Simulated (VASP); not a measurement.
# Zn (P6_3/mmc) in VASP: further runs

The runs below take Zn through single point, with PBE.

Program: VASP 6.6.1. These are calculated values, not measurements. Logs are shortened: lines on timing, memory, paths and dates and some standing lists are left out, and cuts for length are marked.

## 1. The cell of the first run

Symmetry: P6_3/mmc, No. 194, hexagonal system. The conventional cell has a = 2.670 Å, b = 2.670 Å, c = 4.966 Å, α = 90.00°, β = 90.00°, γ = 120.00°. Within 3.5 Å of Zn (site symmetry -6m2) lie 12 Zn at 2.67 to 2.92 Å.

## 2. Single point, PBE

The input, INCAR:

```
PREC = Accurate
ENCUT = 520
EDIFF = 1E-6
ISMEAR = 0
SIGMA = 0.1
LREAL = False
LASPH = True
NELM = 60
ALGO = Fast
ISIF = 2
LWAVE = False
LCHARG = False
GGA = PE
NBANDS = 19
```

The input, KPOINTS:

```
regular mesh
0
Gamma
  9 9 4
```

The input, POSCAR:

```
Zn
1.0
    2.6700000000      0.0000000000      0.0000000000
   -1.3350000000      2.3122878281      0.0000000000
    0.0000000000      0.0000000000      4.9660000000
Zn
2
Direct
    0.3333333333      0.6666666667      0.2500000000
    0.6666666667      0.3333333333      0.7500000000
```

Potentials or basis: VASP PAW PBE potentials, release 64 (Zn).

Run with:

```bash
> cat potpaw_PBE.64/Zn/POTCAR > POTCAR
> mpirun -np 1 vasp_std > vasp.out
```

OUTCAR:

```text
PREC = Accurate
   ENCUT = 520
   EDIFF = 1E-6
   ISMEAR = 0
   LREAL = False
   LASPH = True
   NELM = 60
   ISIF = 2
   GGA = PE

 ion  position               nearest neighbor table
   1  0.333  0.667  0.250-   2 2.92   2 2.92   2 2.92   2 2.92   2 2.92   2 2.92
   2  0.667  0.333  0.750-   1 2.92   1 2.92   1 2.92   1 2.92   1 2.92   1 2.92

  LATTYP: Found a hexagonal cell.
 ALAT       =     2.6700000000
 C/A-ratio  =     1.8599250936

  Lattice vectors:

 A1 = (   2.6700000000,   0.0000000000,   0.0000000000)
 A2 = (  -1.3350000000,   2.3122878281,   0.0000000000)
 A3 = (   0.0000000000,   0.0000000000,   4.9660000000)

Analysis of symmetry for initial positions (statically):
=====================================================================
 Subroutine PRICEL returns:
 Original cell was already a primitive cell.

 Routine SETGRP: Setting up the symmetry group for a
 hexagonal supercell.

 Subroutine GETGRP returns: Found 24 space group operations
 (whereof 12 operations were pure point group operations)
 out of a pool of 24 trial point group operations.

The static configuration has the point symmetry D_3d.
 The point group associated with its full space group is D_6h.

Analysis of symmetry for dynamics (positions and initial velocities):
=====================================================================
 Subroutine PRICEL returns:
 Original cell was already a primitive cell.

 Routine SETGRP: Setting up the symmetry group for a
 hexagonal supercell.

 Subroutine GETGRP returns: Found 24 space group operations
 (whereof 12 operations were pure point group operations)
 out of a pool of 24 trial point group operations.

The dynamic configuration has the point symmetry D_3d.
 The point group associated with its full space group is D_6h.

 Subroutine INISYM returns: Found 24 space group operations
 (whereof 12 operations are pure point group operations),
 and found     1 'primitive' translations

----------------------------------------------------------------------------------------

                                     Primitive cell

  volume of cell :      30.6591

  direct lattice vectors                    reciprocal lattice vectors
     2.670000000  0.000000000  0.000000000     0.374531835  0.216236056  0.000000000
    -1.335000000  2.312287828  0.000000000     0.000000000  0.432472112  0.000000000
     0.000000000  0.000000000  4.966000000     0.000000000  0.000000000  0.201369311

  length of vectors
     2.670000000  2.670000000  4.966000000     0.432472112  0.432472112  0.201369311

  position of ions in fractional coordinates (direct lattice)
     0.333333333  0.666666667  0.250000000
     0.666666667  0.333333333  0.750000000

  ion indices of the primitive-cell ions
   primitive index   ion index
                 1           1
                 2           2

----------------------------------------------------------------------------------------

 KPOINTS: regular mesh

Automatic generation of k-mesh.
 Grid dimensions read from file:
 generate k-points for:    9    9    4

 Generating k-lattice:

  Cartesian coordinates                     Fractional coordinates (reciprocal lattice)
     0.041614648  0.024026228  0.000000000     0.111111111  0.000000000  0.000000000
     0.000000000  0.048052457  0.000000000     0.000000000  0.111111111  0.000000000
     0.000000000  0.000000000  0.050342328     0.000000000  0.000000000  0.250000000

  Length of vectors
     0.048052457  0.048052457  0.050342328

  Shift w.r.t. Gamma in fractional coordinates (k-lattice)
     0.000000000  0.000000000  0.000000000

 Subroutine IBZKPT returns following result:
 ===========================================

 Found     36 irreducible k-points:

 Following reciprocal coordinates:
            Coordinates               Weight
  0.000000  0.000000  0.000000      1.000000
  0.111111  0.000000  0.000000      6.000000
  0.222222  0.000000  0.000000      6.000000
  0.333333  0.000000  0.000000      6.000000
  0.444444  0.000000  0.000000      6.000000
  0.111111  0.111111  0.000000      6.000000
[... 16 lines left out ...]
  0.333333  0.222222  0.250000     24.000000
  0.333333  0.333333  0.250000      4.000000
 [... further k-points ...]
   k-points           NKPTS =     36   k-points in BZ     NKDIM =     36   number of bands    NBANDS=     19
   number of dos      NEDOS =    301   number of ions     NIONS =      2
   total plane-waves  NPLWV =  16000
   dimension x,y,z NGX =    20 NGY =   20 NGZ =   40
   dimension x,y,z NGXF=    40 NGYF=   40 NGZF=   80
   ions per type =               2
   NGX,Y,Z   is equivalent  to a cutoff of  12.45, 12.45, 13.39 a.u.
   NGXF,Y,Z  is equivalent  to a cutoff of  24.91, 24.91, 26.78 a.u.
 SYSTEM =  unknown system
   PREC   = accura    normal or accurate (medium, high low for compatibility)
   ISTART =      0    job   : 0-new  1-cont  2-samecut
   ICHARG =      2    charge: 1-file 2-atom 10-const
   ISPIN  =      1    spin polarized calculation?
   LNONCOLLINEAR =      F non collinear calculations
   LSORBIT =      F    spin-orbit coupling
   LASPH  =      T    aspherical Exc in radial PAW
   ENCUT  =  520.0 eV  38.22 Ry    6.18 a.u.   4.96  4.96  9.23*2*pi/ulx,y,z
   NELM   =     60;   NELMIN=  2; NELMDL= -5     # of ELM steps
   EDIFF  = 0.1E-05   stopping-criterion for ELM
   LREAL  =      F    real-space projection
   EDIFFG = 0.1E-04   stopping-criterion for IOM
   NSW    =      0    number of steps for IOM
   IBRION =     -1    ionic relax: 0-MD 1-quasi-New 2-CG
   NFREE  =      0    steps in history (QN), initial steepest desc. (CG)
   ISIF   =      2    stress and relaxation
   ISYM   =      2    0-nonsym 1-usesym 2-fastsym
   POTIM  = 0.5000    time-step for ionic-motion
   TEBEG  =    0.0;   TEEND  =   0.0 temperature during run
   PSTRESS=    0.0 pullay stress
   NELECT =      24.0000    total number of electrons
   NUPDOWN=      -1.0000    fix difference up-down
   EMIN   =  10.00;   EMAX   =-10.00  energy-range for DOS
   EFERMI =   0.00;   METHOD = LEGACY
   ISMEAR =     0;   SIGMA  =   0.10  broadening in eV -4-tet -1-fermi 0-gaus
   EFERMI_NEDOS =   21; number of points for ismear=-14 and -15
   IALGO  =     68    algorithm
   IMIX   =      4    mixing-type and parameters
     AMIX     =   0.40;   BMIX     =  1.00
     AMIX_MAG =   1.60;   BMIX_MAG =  1.00
  volume/ion in A,a.u.               =      15.33       103.45
  Fermi-wavevector in a.u.,A,eV,Ry     =   1.508778  2.851177 30.972445  2.276410
  Thomas-Fermi vector in A             =   2.619187
   LORBIT       =      0    0 simple, 1 ext, 2 COOP (PROOUT), +10 PAW based schemes
   GGA     = PE    functional components
   LHFCALC =     F    Hartree Fock is set to
   AEXX    =    0.0000 exact exchange contribution
   IVDW    =     0    specifies the selected vdW correction
   LEPSILON=     F    determine dielectric tensor
   LRPA    =     F    only Hartree local field effects (RPA)
 non-spin polarized calculation
 RMM-DIIS sequential band-by-band and
 Gauss-broadening in eV      SIGMA  =   0.10
  energy-cutoff  :      520.00
  volume of cell :       30.66
 maximum number of plane-waves:       855
 NGX is ok and might be reduce to    20

 number of electron      24.0000011 magnetization

 Free energy of the ion-electron system (eV)
  ---------------------------------------------------
  ext. energy  EPLUGINS =         0.00000000
  ---------------------------------------------------
  free energy    TOTEN  =        -2.16647005 eV

  energy without entropy =       -2.15741291  energy(sigma->0) =       -2.16194148

 E-fermi :   3.3109     XC(G=0): -11.5112

 val. band max:        3.3027475092   @ k =   0.0000   0.0000   0.2500
 cond. band min:       3.3460359843   @ k =   0.4444   0.1111   0.5000
 fundamental gap:      0.0432884751
 Fermi energy:         3.3109389567

 k-point     1 :       0.0000    0.0000    0.0000
  band No.  band energies     occupation
      1      -7.2840      2.00000
      2      -5.5235      2.00000
      3      -4.8410      2.00000
      4      -4.6112      2.00000
      5      -4.6112      2.00000
      6      -4.5625      2.00000
[... 11 lines left out ...]
     18      22.0588      0.00000
     19      22.2096      0.00000

 k-point     2 :       0.1111    0.0000    0.0000
  band No.  band energies     occupation
      1      -6.9221      2.00000
      2      -5.3757      2.00000
      3      -4.8097      2.00000
      4      -4.6409      2.00000
      5      -4.5926      2.00000
      6      -4.5280      2.00000
[... 11 lines left out ...]
     18      20.5582      0.00000
     19      22.0579      0.00000

 k-point     3 :       0.2222    0.0000    0.0000
  band No.  band energies     occupation
      1      -5.9376      2.00000
      2      -5.1412      2.00000
      3      -4.7523      2.00000
      4      -4.6763      2.00000
      5      -4.6447      2.00000
      6      -4.4608      2.00000
[... 11 lines left out ...]
     18      18.6817      0.00000
     19      18.9192      0.00000

 k-point     4 :       0.3333    0.0000    0.0000
  band No.  band energies     occupation
      1      -5.2857      2.00000
      2      -5.1824      2.00000
      3      -4.9290      2.00000
      4      -4.5970      2.00000
      5      -4.5188      2.00000
      6      -4.4155      2.00000
[... 11 lines left out ...]
     18      17.7822      0.00000
     19      19.4613      0.00000

 k-point     5 :       0.4444    0.0000    0.0000
  band No.  band energies     occupation
      1      -5.3228      2.00000
      2      -5.2379      2.00000
      3      -5.0746      2.00000
      4      -4.6104      2.00000
      5      -4.4747      2.00000
      6      -4.4611      2.00000
[... 11 lines left out ...]
     18      17.3359      0.00000
     19      18.5226      0.00000

 k-point     6 :       0.1111    0.1111    0.0000
  band No.  band energies     occupation
      1      -6.2333      2.00000
      2      -5.1513      2.00000
      3      -4.8097      2.00000
      4      -4.6584      2.00000
      5      -4.6349      2.00000
      6      -4.5300      2.00000
[... 11 lines left out ...]
     18      19.2371      0.00000
     19      20.4152      0.00000

 k-point     7 :       0.2222    0.1111    0.0000
  band No.  band energies     occupation
      1      -5.2487      2.00000
      2      -5.0441      2.00000
      3      -4.8142      2.00000
      4      -4.7203      2.00000
      5      -4.6587      2.00000
      6      -4.5206      2.00000
[... 11 lines left out ...]
     18      17.3770      0.00000
     19      18.4667      0.00000

 k-point     8 :       0.3333    0.1111    0.0000
  band No.  band energies     occupation
      1      -5.1859      2.00000
      2      -5.1026      2.00000
      3      -5.0013      2.00000
      4      -4.5938      2.00000
      5      -4.5178      2.00000
      6      -4.4565      2.00000
[... 256 lines left out ...]
 k-point    20 :       0.3333    0.1111    0.2500
  band No.  band energies     occupation
      1      -5.1890      2.00000
      2      -5.1452      2.00000
      3      -4.9278      2.00000
      4      -4.8253      2.00000
      5      -4.4890      2.00000
      6      -4.3491      2.00000
[... 11 lines left out ...]
     18      14.4003      0.00000
     19      17.7437      0.00000

 k-point    21 :       0.4444    0.1111    0.2500
  band No.  band energies     occupation
      1      -5.2280      2.00000
      2      -5.2122      2.00000
      3      -4.9732      2.00000
      4      -4.8282      2.00000
      5      -4.5055      2.00000
      6      -4.2827      2.00000
[... 11 lines left out ...]
     18      13.9574      0.00000
     19      19.1375      0.00000

 k-point    22 :       0.2222    0.2222    0.2500
  band No.  band energies     occupation
      1      -4.9913      2.00000
      2      -4.9045      2.00000
      3      -4.8853      2.00000
      4      -4.7782      2.00000
      5      -4.6207      2.00000
      6      -4.4977      2.00000
[... 11 lines left out ...]
     18      15.2195      0.00000
     19      17.4026      0.00000

 k-point    23 :       0.3333    0.2222    0.2500
  band No.  band energies     occupation
      1      -5.0337      2.00000
      2      -4.9512      2.00000
      3      -4.8181      2.00000
      4      -4.7750      2.00000
      5      -4.6486      2.00000
      6      -4.3935      2.00000
[... 11 lines left out ...]
     18      13.1302      0.00000
     19      16.2255      0.00000

 k-point    24 :       0.3333    0.3333    0.2500
  band No.  band energies     occupation
      1      -4.8897      2.00000
      2      -4.8247      2.00000
      3      -4.8247      2.00000
      4      -4.6926      2.00000
      5      -4.5953      2.00000
      6      -4.5953      2.00000
[... 11 lines left out ...]
     18      12.4226      0.00000
     19      13.8120      0.00000

 [... further k-points ...]
[... 5 lines left out ...]
  --------------------------------------------------------------------------------------
  -------------------------------------------------------------------------------------
  Total       -0.0170130     -0.0170130     -0.1566339      0.0000000     -0.0000000      0.0000000
  in kB       -0.8890617     -0.8890617     -8.1853343      0.0000000     -0.0000000      0.0000000
  external PRESSURE =      -3.3211526 kB  Pullay stress =       0.0000000 kB

 VOLUME and BASIS-vectors are now :
 -----------------------------------------------------------------------------
  energy-cutoff  :      520.00
  volume of cell :       30.66
      direct lattice vectors                 reciprocal lattice vectors
     2.670000000  0.000000000  0.000000000     0.374531835  0.216236056  0.000000000
    -1.335000000  2.312287828  0.000000000     0.000000000  0.432472112  0.000000000
     0.000000000  0.000000000  4.966000000     0.000000000  0.000000000  0.201369311

 POSITION                                       TOTAL-FORCE (eV/Angst)
 -----------------------------------------------------------------------------------
     -0.00000      1.54153      1.24150         0.000000      0.000000     -0.000000
      1.33500      0.77076      3.72450        -0.000000     -0.000000      0.000000
 -----------------------------------------------------------------------------------
    total drift:                               -0.000000      0.000000      0.000000

  FREE ENERGIE OF THE ION-ELECTRON SYSTEM (eV)
  ---------------------------------------------------
  free  energy   TOTEN  =        -2.1664700455 eV

  energy  without entropy=       -2.1574129090  energy(sigma->0) =       -2.16194148
```

It took 20 s on 1 thread of Intel Xeon Platinum 8259CL at 2.50GHz (Skylake/Cascade Lake), shared host; peak memory 0.14 GiB.

What came out:

```yaml
Free_energy: -2.1665 eV
Pressure: -0.3 GPa
Band_gap_on_the_k_mesh: zero (band 12 reaches 4.01 eV, above the bottom of band 13 at -0.01 eV)
```

Levels at points of the mesh, in eV from the Fermi level:
```csv
k point,band 8,band 9,band 10,band 11,band 12,band 13,band 14,band 15,band 16,band 17
"(0.00, 0.00, 0.00)",-7.55,-7.55,-7.35,-7.35,-3.86,-3.33,13.23,16.86,17.10,17.10
"(0.00, 0.00, 0.50)",-7.86,-7.43,-7.43,-7.43,-7.43,4.27,4.27,18.38,18.38,18.38
```

## 3. Single point, PBE

This run uses another cell than the first one, of the same volume but with other edges.

The input, INCAR:

```
PREC     = Accurate       # precision mode
ENCUT    = 520            # plane-wave cutoff, eV
EDIFF    = 1E-6           # SCF threshold, eV
ISMEAR   = 0              # smearing method
SIGMA    = 0.1            # smearing width, eV
LREAL    = F              # projectors in reciprocal space
LASPH    = T              # aspherical terms in the spheres
NELM     = 60             # most SCF steps
ALGO     = Normal         # electronic algorithm
ISIF     = 2              # what is computed and relaxed
LWAVE    = F              # write WAVECAR
LCHARG   = F              # write CHGCAR
GGA      = PE             # functional
NBANDS   = 19             # bands
```

The input, KPOINTS:

```
regular mesh
0
Gamma
  18 18 8
```

The input, POSCAR:

```
Zn
1.0
    2.6328846420      0.0000000000      0.0000000000
   -1.3164423210      2.2801449852      0.0000000000
    0.0000000000      0.0000000000      5.1093801561
Zn
2
Direct
    0.3333333333      0.6666666667      0.2500000000
    0.6666666667      0.3333333333      0.7500000000
```

Potentials or basis: VASP PAW PBE potentials, release 64 (Zn).

Run with:

```bash
> cat potpaw_PBE.64/Zn/POTCAR > POTCAR
> mpirun -np 1 vasp_std > vasp.out
```

Wall time 100 s (1 thread of Intel Xeon Platinum 8259CL at 2.50GHz (Skylake/Cascade Lake), shared host); peak memory 0.21 GiB.

It converged, with:

```
Free energy            : -2.2205 eV
Pressure               : 0.4 GPa
Band gap on the k mesh : zero (band 12 reaches 4.81 eV, above the bottom of band 13 at -0.49 eV)
```

Stress tensor (GPa, compression positive):
```
0.45 0.00 0.00
0.00 0.45 0.00
0.00 0.00 0.18
```

Levels at points of the mesh, in eV from the Fermi level:
```
           k point  band 8  band 9  band 10  band 11  band 12  band 13  band 14  band 15  band 16  band 17
(0.00, 0.00, 0.00)   -7.26   -7.26    -7.09    -7.09    -3.76    -3.53    12.12    15.96    18.25    18.25
(0.50, 0.00, 0.00)   -7.13   -6.88    -6.86    -2.66    -1.94     2.34     3.58     3.83     5.65    10.73
(0.00, 0.00, 0.50)   -7.62   -7.16    -7.16    -7.16    -7.16     3.76     3.76    19.43    19.43    19.43
(0.50, 0.00, 0.50)   -7.14   -6.87    -6.87    -1.76    -1.76     0.28     0.28     9.54     9.54    12.39
```

## 4. Single point, PBE

This run uses another cell than the first one, of 15.30 Å³/atom, 0.998 times its volume.

The input, INCAR:

```
SYSTEM = Zn
ALGO = Normal
EDIFF = 1E-7
ENCUT = 520
GGA = PE
ISIF = 2
ISMEAR = -1
LASPH = .TRUE.
LCHARG = .FALSE.
LREAL = .FALSE.
LWAVE = .FALSE.
NBANDS = 19
NELM = 60
PREC = Accurate
SIGMA = 0.15
```

The input, KPOINTS:

```
k-points
0
G
  18 18 8
  0 0 0
```

The input, POSCAR:

```
Zn
1.0
    2.6407970161      0.0000000000      0.0000000000
   -1.3203985081      2.2869973022      0.0000000000
    0.0000000000      0.0000000000      5.0660595803
Zn
2
Direct
    0.3333333333      0.6666666667      0.2500000000
    0.6666666667      0.3333333333      0.7500000000
```

Run with:

```bash
> cat potpaw_PBE.64/Zn/POTCAR > POTCAR
> mpirun -np 1 vasp_std > vasp.out
```

Wall time 98 s (1 thread of Intel Xeon Platinum 8259CL at 2.50GHz (Skylake/Cascade Lake), shared host); peak memory 0.2 GiB.

The run converged. Its results:

```
Free energy            : -2.2335 eV
Pressure               : 0.3 GPa
Band gap on the k mesh : zero (band 12 reaches 4.81 eV, above the bottom of band 13 at -0.34 eV)
```

Stress tensor (GPa, compression positive):
```
0.43 0.00 0.00
0.00 0.43 0.00
0.00 0.00 0.16
```

Levels at points of the mesh, in eV from the Fermi level:
| k point | band 8 | band 9 | band 10 | band 11 | band 12 | band 13 | band 14 | band 15 | band 16 | band 17 |
| --- | --- | --- | --- | --- | --- | --- | --- | --- | --- | --- |
| (0.00, 0.00, 0.00) | -7.29 | -7.29 | -7.12 | -7.12 | -3.76 | -3.43 | 12.48 | 16.27 | 18.02 | 18.02 |
| (0.50, 0.00, 0.00) | -7.15 | -6.91 | -6.89 | -2.73 | -2.02 | 2.39 | 3.54 | 3.87 | 5.64 | 10.56 |
| (0.00, 0.00, 0.50) | -7.65 | -7.19 | -7.19 | -7.19 | -7.19 | 3.95 | 3.95 | 19.23 | 19.23 | 19.23 |
| (0.50, 0.00, 0.50) | -7.15 | -6.90 | -6.90 | -1.81 | -1.81 | 0.21 | 0.21 | 9.67 | 9.67 | 12.26 |

## 5. Summary

| cell | k mesh | smearing | gap on the mesh (eV) | pressure (GPa) |
| --- | --- | --- | --- | --- |
| a = 2.670, b = 2.670, c = 4.966 Å, angles 90.0, 90.0, 120.0°, 2 atoms | 9 × 9 × 4 | gaussian 0.1 eV | none | -0.3 |
| a = 2.633, b = 2.633, c = 5.109 Å, angles 90.0, 90.0, 120.0°, 2 atoms | 18 × 18 × 8 | gaussian 0.1 eV | none | 0.4 |
| a = 2.641, b = 2.641, c = 5.066 Å, angles 90.0, 90.0, 120.0°, 2 atoms | 18 × 18 × 8 | fermi-dirac 0.15 eV | none | 0.3 |

Alike in all rows: task single point; level PBE; potentials or basis VASP PAW PBE potentials, release 64 (Zn); no spin polarisation; cutoff (eV) 520.

Total energies depend on the potentials used, so only differences within one code and one set of settings carry meaning.
